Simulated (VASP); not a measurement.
# BaTiO3 (Pm-3m) in VASP: single point with PBEsol

Aim: the single point of BaTiO3 with PBEsol.

All numbers are computed with VASP 6.6.1; they aren't measurements. Logs are shortened: lines on timing, memory, paths and dates and some standing lists are left out, and cuts for length are marked.

**1. The cell of the first run**

Symmetry: Pm-3m, No. 221, cubic system. The conventional cell has a = 4.006 Å, b = 4.006 Å, c = 4.006 Å, α = 90.00°, β = 90.00°, γ = 90.00°. Ba (site symmetry m-3m) has 12 O at 2.83 Å and 8 Ti at 3.47 Å within 3.7 Å. Within 2.7 Å of Ti (site symmetry m-3m) lie 6 O at 2.00 Å. O (site symmetry 4/mmm) has 2 Ti at 2.00 Å within 2.7 Å.

**2. Single point, PBEsol**

Input file INCAR:

```
SYSTEM = BaTiO3
ALGO     = Normal         ! electronic algorithm
EDIFF    = 1E-6           ! SCF threshold, eV
ENCUT    = 910            ! plane-wave cutoff, eV
GGA      = PS             ! functional
GGA_COMPAT= .FALSE.      
ISIF     = 2              ! what is computed and relaxed
ISMEAR   = 0              ! smearing method
LASPH    = .TRUE.         ! aspherical terms in the spheres
LCHARG   = .FALSE.        ! write CHGCAR
LREAL    = .FALSE.        ! projectors in reciprocal space
LWAVE    = .FALSE.        ! write WAVECAR
NBANDS   = 28             ! bands
NELM     = 120            ! most SCF steps
PREC     = Accurate       ! precision mode
SIGMA    = 0.01           ! smearing width, eV
```

Input file KPOINTS:

```
k-points
0
G
  6 6 6
  0 0 0
```

Input file POSCAR:

```
BaTiO3
1.0
    4.0060000000      0.0000000000      0.0000000000
    0.0000000000      4.0060000000      0.0000000000
    0.0000000000      0.0000000000      4.0060000000
Ba Ti O
1 1 3
Direct
    0.5000000000      0.5000000000      0.5000000000
    0.0000000000      0.0000000000      0.0000000000
    0.5000000000      0.0000000000      0.0000000000
    0.0000000000      0.5000000000      0.0000000000
    0.0000000000      0.0000000000      0.5000000000
```

Potentials or basis: VASP PAW PBE potentials, release 64 (Ba_sv, Ti_sv, O_h).

The run is started by

```
> cat potpaw_PBE.64/Ba_sv/POTCAR potpaw_PBE.64/Ti_sv/POTCAR potpaw_PBE.64/O_h/POTCAR > POTCAR
> mpirun -np 1 vasp_std > vasp.out
```

OUTCAR:

```text
SYSTEM = BaTiO3
   EDIFF = 1E-6
   ENCUT = 910
   GGA = PS
   ISIF = 2
   ISMEAR = 0
   LASPH = .TRUE.
   LREAL = .FALSE.
   NELM = 120
   PREC = Accurate

 ion  position               nearest neighbor table
   1  0.500  0.500  0.500-   3 2.83   4 2.83   5 2.83   3 2.83   4 2.83   3 2.83   5 2.83   3 2.83
                             4 2.83   5 2.83   4 2.83   5 2.83   2 3.47   2 3.47   2 3.47   2 3.47
   2  0.000  0.000  0.000-   3 2.00   4 2.00   5 2.00   5 2.00   4 2.00   3 2.00   1 3.47   1 3.47
                             1 3.47   1 3.47   1 3.47   1 3.47   1 3.47   1 3.47
   3  0.500  0.000  0.000-   2 2.00   2 2.00   1 2.83   1 2.83   1 2.83   1 2.83
   4  0.000  0.500  0.000-   2 2.00   2 2.00   1 2.83   1 2.83   1 2.83   1 2.83
   5  0.000  0.000  0.500-   2 2.00   2 2.00   1 2.83   1 2.83   1 2.83   1 2.83

  LATTYP: Found a simple cubic cell.
 ALAT       =     4.0060000000

  Lattice vectors:

 A1 = (   4.0060000000,   0.0000000000,   0.0000000000)
 A2 = (   0.0000000000,   4.0060000000,   0.0000000000)
 A3 = (   0.0000000000,   0.0000000000,   4.0060000000)

Analysis of symmetry for initial positions (statically):
=====================================================================
 Subroutine PRICEL returns:
 Original cell was already a primitive cell.

 Routine SETGRP: Setting up the symmetry group for a
 simple cubic supercell.

 Subroutine GETGRP returns: Found 48 space group operations
 (whereof 48 operations were pure point group operations)
 out of a pool of 48 trial point group operations.

The static configuration has the point symmetry O_h .

Analysis of symmetry for dynamics (positions and initial velocities):
=====================================================================
 Subroutine PRICEL returns:
 Original cell was already a primitive cell.

 Routine SETGRP: Setting up the symmetry group for a
 simple cubic supercell.

 Subroutine GETGRP returns: Found 48 space group operations
 (whereof 48 operations were pure point group operations)
 out of a pool of 48 trial point group operations.

The dynamic configuration has the point symmetry O_h .

 Subroutine INISYM returns: Found 48 space group operations
 (whereof 48 operations are pure point group operations),
 and found     1 'primitive' translations

----------------------------------------------------------------------------------------

                                     Primitive cell

  volume of cell :      64.2884

  direct lattice vectors                    reciprocal lattice vectors
     4.006000000  0.000000000  0.000000000     0.249625562  0.000000000  0.000000000
     0.000000000  4.006000000  0.000000000     0.000000000  0.249625562  0.000000000
     0.000000000  0.000000000  4.006000000     0.000000000  0.000000000  0.249625562

  length of vectors
     4.006000000  4.006000000  4.006000000     0.249625562  0.249625562  0.249625562

  position of ions in fractional coordinates (direct lattice)
     0.500000000  0.500000000  0.500000000
     0.000000000  0.000000000  0.000000000
     0.500000000  0.000000000  0.000000000
     0.000000000  0.500000000  0.000000000
     0.000000000  0.000000000  0.500000000

  ion indices of the primitive-cell ions
   primitive index   ion index
                 1           1
                 2           2
                 3           3
                 4           4
                 5           5

----------------------------------------------------------------------------------------

 KPOINTS: k-points

Automatic generation of k-mesh.
 Grid dimensions read from file:
 generate k-points for:    6    6    6

 Generating k-lattice:

  Cartesian coordinates                     Fractional coordinates (reciprocal lattice)
     0.041604260  0.000000000  0.000000000     0.166666667  0.000000000  0.000000000
     0.000000000  0.041604260  0.000000000     0.000000000  0.166666667  0.000000000
     0.000000000  0.000000000  0.041604260     0.000000000  0.000000000  0.166666667

  Length of vectors
     0.041604260  0.041604260  0.041604260

  Shift w.r.t. Gamma in fractional coordinates (k-lattice)
     0.000000000  0.000000000  0.000000000

 Subroutine IBZKPT returns following result:
 ===========================================

 Found     20 irreducible k-points:

 Following reciprocal coordinates:
            Coordinates               Weight
  0.000000  0.000000  0.000000      1.000000
  0.166667  0.000000  0.000000      6.000000
  0.333333  0.000000  0.000000      6.000000
  0.500000  0.000000  0.000000      3.000000
  0.166667  0.166667  0.000000     12.000000
  0.333333  0.166667  0.000000     24.000000
[... 12 lines left out ...]
  0.500000  0.500000  0.333333      6.000000
  0.500000  0.500000  0.500000      1.000000
   k-points           NKPTS =     20   k-points in BZ     NKDIM =     20   number of bands    NBANDS=     28
   number of dos      NEDOS =    301   number of ions     NIONS =      5
   total plane-waves  NPLWV =  64000
   dimension x,y,z NGX =    40 NGY =   40 NGZ =   40
   dimension x,y,z NGXF=    80 NGYF=   80 NGZF=   80
   ions per type =               1   1   3
   NGX,Y,Z   is equivalent  to a cutoff of  16.60, 16.60, 16.60 a.u.
   NGXF,Y,Z  is equivalent  to a cutoff of  33.20, 33.20, 33.20 a.u.
 SYSTEM =  BaTiO3
   PREC   = accura    normal or accurate (medium, high low for compatibility)
   ISTART =      0    job   : 0-new  1-cont  2-samecut
   ICHARG =      2    charge: 1-file 2-atom 10-const
   ISPIN  =      1    spin polarized calculation?
   LNONCOLLINEAR =      F non collinear calculations
   LSORBIT =      F    spin-orbit coupling
   LASPH  =      T    aspherical Exc in radial PAW
   ENCUT  =  910.0 eV  66.88 Ry    8.18 a.u.   9.85  9.85  9.85*2*pi/ulx,y,z
   NELM   =    120;   NELMIN=  2; NELMDL= -5     # of ELM steps
   EDIFF  = 0.1E-05   stopping-criterion for ELM
   LREAL  =      F    real-space projection
   EDIFFG = 0.1E-04   stopping-criterion for IOM
   NSW    =      0    number of steps for IOM
   IBRION =     -1    ionic relax: 0-MD 1-quasi-New 2-CG
   NFREE  =      0    steps in history (QN), initial steepest desc. (CG)
   ISIF   =      2    stress and relaxation
   ISYM   =      2    0-nonsym 1-usesym 2-fastsym
   POTIM  = 0.5000    time-step for ionic-motion
   TEBEG  =    0.0;   TEEND  =   0.0 temperature during run
   PSTRESS=    0.0 pullay stress
   NELECT =      40.0000    total number of electrons
   NUPDOWN=      -1.0000    fix difference up-down
   EMIN   =  10.00;   EMAX   =-10.00  energy-range for DOS
   EFERMI =   0.00;   METHOD = LEGACY
   ISMEAR =     0;   SIGMA  =   0.01  broadening in eV -4-tet -1-fermi 0-gaus
   EFERMI_NEDOS =   21; number of points for ismear=-14 and -15
   IALGO  =     38    algorithm
   IMIX   =      4    mixing-type and parameters
     AMIX     =   0.40;   BMIX     =  1.00
     AMIX_MAG =   1.60;   BMIX_MAG =  1.00
  volume/ion in A,a.u.               =      12.86        86.77
  Fermi-wavevector in a.u.,A,eV,Ry     =   1.397603  2.641087 26.576187  1.953295
  Thomas-Fermi vector in A             =   2.520843
   LORBIT       =      0    0 simple, 1 ext, 2 COOP (PROOUT), +10 PAW based schemes
   GGA     = PS    functional components
   LHFCALC =     F    Hartree Fock is set to
   AEXX    =    0.0000 exact exchange contribution
   IVDW    =     0    specifies the selected vdW correction
   LEPSILON=     F    determine dielectric tensor
   LRPA    =     F    only Hartree local field effects (RPA)
 non-spin polarized calculation
 Gauss-broadening in eV      SIGMA  =   0.01
  energy-cutoff  :      910.00
  volume of cell :       64.29
 maximum number of plane-waves:      4032
 NGX is ok and might be reduce to    40
   NGX = 19   NGY = 19   NGZ = 19

 number of electron      40.0000008 magnetization

 Free energy of the ion-electron system (eV)
  ---------------------------------------------------
  ext. energy  EPLUGINS =         0.00000000
  ---------------------------------------------------
  free energy    TOTEN  =       -41.99353036 eV

  energy without entropy =      -41.99353036  energy(sigma->0) =      -41.99353036

 E-fermi :   4.1206     XC(G=0): -11.5083

 val. band max:        4.0256869372   @ k =   0.5000   0.5000   0.5000
 cond. band min:       5.7235688228   @ k =   0.0000   0.0000   0.0000
 fundamental gap:      1.6978818857
 Fermi energy:         4.1206308893

 k-point     1 :       0.0000    0.0000    0.0000
  band No.  band energies     occupation
      1     -52.3539      2.00000
      2     -28.6757      2.00000
      3     -28.6757      2.00000
      4     -28.6757      2.00000
      5     -20.7347      2.00000
      6     -12.7814      2.00000
[... 20 lines left out ...]
     27       8.9418      0.00000
     28      11.1873      0.00000

 k-point     2 :       0.1667    0.0000    0.0000
  band No.  band energies     occupation
      1     -52.3536      2.00000
      2     -28.6890      2.00000
      3     -28.6752      2.00000
      4     -28.6752      2.00000
      5     -20.7049      2.00000
      6     -12.8025      2.00000
[... 20 lines left out ...]
     27       9.4823      0.00000
     28      11.8516      0.00000

 k-point     3 :       0.3333    0.0000    0.0000
  band No.  band energies     occupation
      1     -52.3531      2.00000
      2     -28.7154      2.00000
      3     -28.6742      2.00000
      4     -28.6742      2.00000
      5     -20.6443      2.00000
      6     -12.9291      2.00000
[... 20 lines left out ...]
     27      10.7397      0.00000
     28      12.2470      0.00000

 k-point     4 :       0.5000    0.0000    0.0000
  band No.  band energies     occupation
      1     -52.3529      2.00000
      2     -28.7285      2.00000
      3     -28.6736      2.00000
      4     -28.6736      2.00000
      5     -20.6133      2.00000
      6     -13.0143      2.00000
[... 20 lines left out ...]
     27      11.5141      0.00000
     28      12.1547      0.00000

 k-point     5 :       0.1667    0.1667    0.0000
  band No.  band energies     occupation
      1     -52.3534      2.00000
      2     -28.6887      2.00000
      3     -28.6881      2.00000
      4     -28.6747      2.00000
      5     -20.6778      2.00000
      6     -12.7804      2.00000
[... 20 lines left out ...]
     27      10.0077      0.00000
     28      12.1145      0.00000

 k-point     6 :       0.3333    0.1667    0.0000
  band No.  band energies     occupation
      1     -52.3529      2.00000
      2     -28.7146      2.00000
      3     -28.6872      2.00000
      4     -28.6737      2.00000
      5     -20.6224      2.00000
      6     -12.8288      2.00000
[... 339 lines left out ...]
      5     -20.5218      2.00000
      6     -12.2913      2.00000
[... 20 lines left out ...]
     27      11.7860      0.00000
     28      11.7860      0.00000

 k-point    18 :       0.5000    0.3333    0.3333
  band No.  band energies     occupation
      1     -52.3514      2.00000
      2     -28.7238      2.00000
      3     -28.7106      2.00000
      4     -28.7103      2.00000
      5     -20.5028      2.00000
      6     -12.1827      2.00000
[... 20 lines left out ...]
     27      11.6346      0.00000
     28      11.7248      0.00000

 k-point    19 :       0.5000    0.5000    0.3333
  band No.  band energies     occupation
      1     -52.3511      2.00000
      2     -28.7231      2.00000
      3     -28.7231      2.00000
      4     -28.7098      2.00000
      5     -20.4850      2.00000
      6     -12.0015      2.00000
[... 20 lines left out ...]
     27      11.3666      0.00000
     28      11.7216      0.00000

 k-point    20 :       0.5000    0.5000    0.5000
  band No.  band energies     occupation
      1     -52.3509      2.00000
      2     -28.7225      2.00000
      3     -28.7225      2.00000
      4     -28.7225      2.00000
      5     -20.4679      2.00000
      6     -11.8522      2.00000
[... 20 lines left out ...]
     27      11.7217      0.00000
     28      11.7217      0.00000

------------------------ aborting loop because EDIFF is reached ----------------------------------------

  FORCE on cell =-STRESS in cart. coord.  units (eV):
  Direction    XX          YY          ZZ          XY          YZ          ZX
  --------------------------------------------------------------------------------------
  -------------------------------------------------------------------------------------
  Total       -1.2565893     -1.2565893     -1.2565893      0.0000000      0.0000000     -0.0000000
  in kB      -31.3163474    -31.3163474    -31.3163474      0.0000000      0.0000000     -0.0000000
  external PRESSURE =     -31.3163474 kB  Pullay stress =       0.0000000 kB

 VOLUME and BASIS-vectors are now :
 -----------------------------------------------------------------------------
  energy-cutoff  :      910.00
  volume of cell :       64.29
      direct lattice vectors                 reciprocal lattice vectors
     4.006000000  0.000000000  0.000000000     0.249625562  0.000000000  0.000000000
     0.000000000  4.006000000  0.000000000     0.000000000  0.249625562  0.000000000
     0.000000000  0.000000000  4.006000000     0.000000000  0.000000000  0.249625562

 POSITION                                       TOTAL-FORCE (eV/Angst)
 -----------------------------------------------------------------------------------
      2.00300      2.00300      2.00300         0.000000      0.000000      0.000000
      0.00000      0.00000      0.00000         0.000000      0.000000      0.000000
      2.00300      0.00000      0.00000         0.000000      0.000000      0.000000
      0.00000      2.00300      0.00000         0.000000      0.000000      0.000000
      0.00000      0.00000      2.00300         0.000000      0.000000      0.000000
 -----------------------------------------------------------------------------------
    total drift:                                0.000000      0.000000     -0.000000

  FREE ENERGIE OF THE ION-ELECTRON SYSTEM (eV)
  ---------------------------------------------------
  free  energy   TOTEN  =       -41.9935303586 eV

  energy  without entropy=      -41.9935303586  energy(sigma->0) =      -41.99353036
```

Wall time 72 s (1 thread of Intel Xeon Platinum 8375C at 2.90GHz (Ice Lake), shared host); peak memory 0.29 GiB.

What came out:

```
Free energy            : -41.9935 eV
Pressure               : -3.1 GPa
Band gap on the k mesh : 1.70 eV (least direct gap 1.84 eV)
```

Levels at points of the mesh, in eV from the valence-band top:
```
           k point  band 16  band 17  band 18  band 19  band 20  band 21  band 22  band 23  band 24  band 25
(0.00, 0.00, 0.00)    -1.10    -1.10    -0.14    -0.14    -0.14     1.70     1.70     1.70     3.92     3.92
(0.50, 0.00, 0.00)    -1.96    -1.85    -1.85    -0.72    -0.72     1.86     3.48     3.48     3.93     5.93
(0.50, 0.50, 0.00)    -2.73    -1.74    -0.88    -0.88    -0.09     3.49     3.49     3.90     4.76     7.70
(0.50, 0.50, 0.50)    -2.42    -2.42     0.00     0.00     0.00     4.16     4.16     4.16     6.62     6.62
```

Caveat: the cutoff is under 1.25 times the usual one of these potentials, so pressure, stress and relaxed cells hold a basis-set (Pulay) error; the cell stands under tension; the PAW data sets were made with another functional, which shifts forces and pressure a little; spin-orbit coupling is left out, which moves the levels of the heavy elements.
